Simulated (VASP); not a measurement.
Wanted: the native input for a VASP 6.6.1 run.

- Task: single point
- Functional: PBE
- Potentials or basis: VASP PAW PBE potentials, release 64 (Sb)
- Cutoff: 520 eV
- k mesh: 10 × 10 × 10
- Occupations: fermi-dirac, width 0.1 eV
- Spin: no spin polarisation
- Dipole correction: no
- Further INCAR settings: ALGO = Normal; EDIFF = 1e-07; NBANDS = 8

The structure of Sb lies in POSCAR:

```
Sb
1.0
    3.1057292063      0.0000000000      0.0000000000
    0.0000000000      3.1057292063      0.0000000000
    0.0000000000      0.0000000000      3.1057292063
Sb
1
Direct
    0.0000000000      0.0000000000      0.0000000000
```

These files were run (other wordings do the same):

INCAR

```
PREC = Accurate
ENCUT = 520
EDIFF = 1E-7
ISMEAR = -1
SIGMA = 0.1
LREAL = False
LASPH = True
NELM = 100
ALGO = Normal
ISIF = 2
LWAVE = False
LCHARG = True
GGA = PE
LELF = True
LVHAR = True
NBANDS = 8
```

KPOINTS

```
regular mesh
0
Gamma
  10 10 10
```

Potentials or basis: VASP PAW PBE potentials, release 64 (Sb).

Run with:

```sh
$ cat potpaw_PBE.64/Sb/POTCAR > POTCAR
$ mpirun -np 1 vasp_std > vasp.out
```

It gave:

```json
{
 "Pressure": "0.0 GPa"
}
```

Run time: 3.6 s on 1 thread of Intel(R) Xeon(R) 6975P-C (Granite Rapids), on a shared host, peak memory 0.13 GiB.
